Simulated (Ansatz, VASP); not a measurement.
**One calculation of La, two programs**

```
CELL_PARAMETERS angstrom
3.78306 0.00000 0.00000
-1.89153 3.27623 0.00000
0.00000 0.00000 6.07613
ATOMIC_POSITIONS crystal
La 0.33333 0.66667 0.25000
La 0.66667 0.33333 0.75000
```

Alike in both runs: functional PBE; k mesh 12 × 12 × 7; occupations fermi-dirac, width 0.05 eV; no spin polarisation.

Ansatz relaxed the structure, and its values are those at the end. VASP's run is a single point on that final structure, the one shown.

```csv
,VASP,Ansatz
version,VASP 6.6.1,Ansatz 0.2.0
potentials or method,"VASP PAW PBE potentials, release 64 (La)","PAW with Ansatz's default frozen-core files, scalar-relativistic"
plane-wave cutoff (eV),520,420
valence electrons in the cell,22,22
```

Ansatz gave:

```
pressure (GPa) : 0.0
```

Problem. Estimate VASP's values.

Solution. Pressure (GPa): 0.1.

Neither program's run includes spin-orbit coupling.
